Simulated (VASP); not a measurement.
Wanted: the native input for a VASP 6.6.1 run.

```yaml
Task: relaxation of cell and atoms
Functional: PBE
Potentials_or_basis: VASP PAW PBE potentials, release 64 (Cd, Te)
Cutoff: 500 eV
k_mesh: 8 × 8 × 8
Occupations: gaussian, width 0.02 eV
Spin: no spin polarisation
Dipole_correction: no
Further_INCAR_settings: ALGO = Normal; EDIFF = 1e-07; IBRION = 2; EDIFFG = -0.002; NSW = 100; ISIF = 3
```

The structure of CdTe lies in POSCAR:

```
CdTe
1.0
    0.0000000000      3.2405000000      3.2405000000
    3.2405000000      0.0000000000      3.2405000000
    3.2405000000      3.2405000000      0.0000000000
Cd Te
1 1
Direct
    0.0000000000      0.0000000000      0.0000000000
    0.2500000000      0.2500000000      0.2500000000
```

The input as run:

INCAR

```
SYSTEM = CdTe
ALGO     = Normal         ! electronic algorithm
EDIFF    = 1E-7           ! SCF threshold, eV
EDIFFG   = -0.002         ! ionic threshold
ENCUT    = 500            ! plane-wave cutoff, eV
GGA      = PE             ! functional
GGA_COMPAT= .FALSE.      
IBRION   = 2              ! ionic algorithm
ISIF     = 3              ! what is computed and relaxed
ISMEAR   = 0              ! smearing method
LASPH    = .TRUE.         ! aspherical terms in the spheres
LCHARG   = .FALSE.        ! write CHGCAR
LREAL    = .FALSE.        ! projectors in reciprocal space
LWAVE    = .FALSE.        ! write WAVECAR
NELM     = 120            ! most SCF steps
NELMIN   = 4            
NSW      = 100            ! ionic steps
PREC     = Accurate       ! precision mode
SIGMA    = 0.02           ! smearing width, eV
```

KPOINTS

```
k-points
0
G
  8 8 8
  0 0 0
```

Potentials or basis: VASP PAW PBE potentials, release 64 (Cd, Te).

Command:

```console
$ cat potpaw_PBE.64/Cd/POTCAR potpaw_PBE.64/Te/POTCAR > POTCAR
$ mpirun -np 1 vasp_std > vasp.out
```

Results of the run:

| Quantity | Value |
| --- | --- |
| Relaxed volume | 36.32 Å³/atom |
| Relaxed cell | a = 4.683 Å, b = 4.683 Å, c = 4.683 Å, α = 60.00°, β = 60.00°, γ = 60.00° |
| Space group after relaxing (to 0.1 Å) | F-43m (No. 216) |
| Energy gained by relaxing | 18.2 meV/atom |
| Ionic steps | 5 |
| Pressure after relaxing | 0.0 GPa |
| Band gap on the k mesh | 0.58 eV |

Caveat: semilocal functionals underestimate gaps, and a narrow one can read as zero; spin-orbit coupling is left out, which moves the levels of the heavy elements.

It took 3.2 min on 1 thread of Intel Xeon 8259CL, with other jobs on the host, peak memory 0.23 GiB.
